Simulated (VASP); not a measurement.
# Se: single point with r2SCAN+rVV10

The system is Se.

```xyz
3
Lattice="4.5048 0.0000 0.0000 -2.2524 3.9013 0.0000 0.0000 0.0000 4.9788" Properties=species:S:1:pos:R:3 pbc="T T T"
Se    0.9816    0.0000    1.6596
Se   -0.4908    0.8501    3.3192
Se    1.7616    3.0512    0.0000
```

* Program: VASP 6.6.1
* Task: single point
* Functional: r2SCAN
* Dispersion: rVV10
* Potentials or basis: VASP PAW PBE potentials, release 64 (Se)
* Cutoff: 520 eV
* k mesh: 6 × 6 × 4
* Occupations: gaussian, width 0.1 eV
* Spin: no spin polarisation

```
Pressure               : -0.6 GPa
Largest force          : 0.034 eV/Å
Band gap on the k mesh : 1.33 eV, indirect (least direct gap 1.60 eV)
```

Forces in eV/Å, atoms in the order of the input:
```
Se   0.034  0.000  0.000
Se  -0.017  0.029  0.000
Se  -0.017 -0.029  0.000
```

Stress tensor (GPa, compression positive):
```
-0.75  0.00  0.00
 0.00 -0.75  0.00
 0.00  0.00 -0.43
```

Levels at points of the mesh, in eV from the valence-band top:
```csv
k point,band 5,band 6,band 7,band 8,band 9,band 10,band 11,band 12,band 13,band 14
"(0.00, 0.00, 0.00)",-3.98,-3.69,-2.08,-2.08,-0.40,2.24,2.24,2.54,6.38,6.95
"(0.50, 0.00, 0.00)",-4.69,-3.32,-2.75,-1.87,-0.97,2.28,2.73,4.22,5.94,7.88
"(0.00, 0.00, 0.50)",-3.49,-3.49,-1.47,-1.47,-1.07,1.55,1.59,1.59,6.97,7.87
"(0.50, 0.00, 0.50)",-4.45,-4.24,-1.70,-1.23,0.00,1.84,2.87,3.27,6.66,8.45
```

It took 2.1 min on 1 thread of Intel(R) Xeon(R) Platinum 8488C (Sapphire Rapids), with other jobs on the host, peak memory 0.42 GiB.

Caveat: the PAW data sets were made with another functional, which shifts forces and pressure a little. A k mesh can miss the band edges.
